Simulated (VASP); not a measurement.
Crystal: Al2O5.

```
Al O
1.0
     3.00000    0.00000    0.00000
    -1.50000    2.59808    0.00000
     0.00000    0.00000    9.30000
Al O
2 5
Direct
  0.33333 0.66667 0.10000
  0.66667 0.33333 0.90000
  0.00000 0.00000 0.43300
  0.00000 0.00000 0.56700
  0.66667 0.33333 0.19500
  0.33333 0.66667 0.80500
  0.00000 0.00000 0.00000
```

```yaml
Program: VASP 6.6.1
Task: relaxation of cell and atoms
Functional: PBE
Potentials_or_basis: VASP PAW PBE potentials, release 64 (Al, O_h)
Cutoff: 910 eV
k_mesh: 6 × 6 × 2
Occupations: gaussian, width 0.2 eV
Spin: no spin polarisation
```

At the start: pressure 3.2 GPa; volume 10.36 Å³/atom.

Problem. How do energy, volume and symmetry change on relaxing?

Solution. Over 15 steps the energy falls by 518.1 meV/atom and the volume is 10.58 Å³/atom (+2.2 %); space group P-3m1 (No. 164, to 0.05 Å).

Step by step:
```
step  energy change (eV)  largest force (eV/Å)  pressure (GPa)  volume (Å³)
   1              0.0000                8.4914            3.24        72.49
   2             -0.9324               16.6187           18.59        74.67
   3             -2.5553                5.8750            7.59        73.72
   4              1.3534                7.1872           -4.57        79.15
   5             -2.2437                6.2543           -3.90        75.92
   6             -2.7963                3.4126           -0.84        74.88
   7             -2.8654                2.0512            1.33        74.41
   8             -3.4046                1.1652           -2.24        75.50
   9             -3.5786                0.9114           -5.01        76.31
  10             -3.5804                0.8860           -5.26        76.39
  11             -3.4156                6.3461            6.69        73.40
  12             -3.6056                0.7447           -2.29        75.52
  13             -3.6146                0.5300            1.81        73.19
  14             -3.6251                0.2125           -0.02        74.17
  15             -3.6265                0.0597            0.05        74.05
```

Final structure:
```cif
data_structure
_symmetry_space_group_name_H-M 'P 1'
_symmetry_Int_Tables_number 1
_cell_length_a 2.8688
_cell_length_b 2.8688
_cell_length_c 10.3894
_cell_angle_alpha 90.000
_cell_angle_beta 90.000
_cell_angle_gamma 120.000
_cell_volume 74.05
loop_
_atom_site_label
_atom_site_type_symbol
_atom_site_fract_x
_atom_site_fract_y
_atom_site_fract_z
_atom_site_occupancy
Al1 Al 0.33333 0.66667 0.13155 1
Al2 Al 0.66667 0.33333 0.86845 1
O1 O 0.00000 0.00000 0.44150 1
O2 O 0.00000 0.00000 0.55850 1
O3 O 0.66667 0.33333 0.19743 1
O4 O 0.33333 0.66667 0.80257 1
O5 O 0.00000 0.00000 0.00000 1
```

Caveat: the k points lie up to 0.42 Å⁻¹ apart in the final cell; the cutoff is under 1.25 times the usual one of these potentials, so pressure, stress and relaxed cells hold a basis-set (Pulay) error; the relaxation stopped at a loose force limit of 0.08 eV/Å, so its end isn't a converged minimum.
